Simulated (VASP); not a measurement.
Set up this calculation in VASP 6.6.1, as the native input.

| Property | Result |
| --- | --- |
| Task | single point |
| Functional | LDA |
| Potentials or basis | VASP PAW LDA potentials, release 64 (Si, O) |
| Cutoff | 520 eV |
| k mesh | 6 × 6 × 4 |
| Occupations | gaussian, width 0.05 eV |
| Spin | no spin polarisation |
| Dipole correction | no |
| Further INCAR settings | ALGO = Normal; EDIFF = 1e-06; NBANDS = 34 |

The structure of SiO2 lies in POSCAR:

```
SiO2
1.0
    5.1142788662      0.0000000000      0.0000000000
   -2.5571394331      4.4290954201      0.0000000000
    0.0000000000      0.0000000000      5.3591093439
Si O
3 6
Direct
    0.0000000000      0.5000000000      0.3333333333
    0.5000000000      0.5000000000      0.6666666667
    0.5000000000      0.0000000000      0.0000000000
    0.5843949021      0.7921974511      0.8333333333
    0.7921974511      0.5843949021      0.5000000000
    0.7921974511      0.2078025489      0.1666666667
    0.4156050979      0.2078025489      0.8333333333
    0.2078025489      0.4156050979      0.5000000000
    0.2078025489      0.7921974511      0.1666666667
```

This cell differs from its parent crystal: strain +0.015 along x and y, -0.030 along z.

One way to write it, as run:

INCAR

```
SYSTEM = SiO2
ALGO     = Normal         ! electronic algorithm
EDIFF    = 1E-6           ! SCF threshold, eV
ENCUT    = 520            ! plane-wave cutoff, eV
GGA      = CA             ! functional
ISIF     = 2              ! what is computed and relaxed
ISMEAR   = 0              ! smearing method
LASPH    = .True.         ! aspherical terms in the spheres
LCHARG   = .False.        ! write CHGCAR
LREAL    = .False.        ! projectors in reciprocal space
LWAVE    = .False.        ! write WAVECAR
NBANDS   = 34             ! bands
NELM     = 100            ! most SCF steps
PREC     = Accurate       ! precision mode
SIGMA    = 0.05           ! smearing width, eV
```

KPOINTS

```
k-points
0
Gamma
  6 6 4
  0 0 0
```

Potentials or basis: VASP PAW LDA potentials, release 64 (Si, O).

Run with:

```bash
$ cat potpaw_LDA.64/Si/POTCAR potpaw_LDA.64/O/POTCAR > POTCAR
$ mpirun -np 1 vasp_std > vasp.out
```

It gave:

```
Pressure               : 0.6 GPa
Largest force          : 0.043 eV/Å
Band gap on the k mesh : 5.48 eV (least direct gap 5.79 eV)
```

Caveat: the cell differs from its parent crystal (strain +0.015 along x and y, -0.030 along z).

It took 42 s on 1 thread of Intel(R) Xeon(R) 6975P-C (Granite Rapids), on a shared host, peak memory 0.21 GiB.
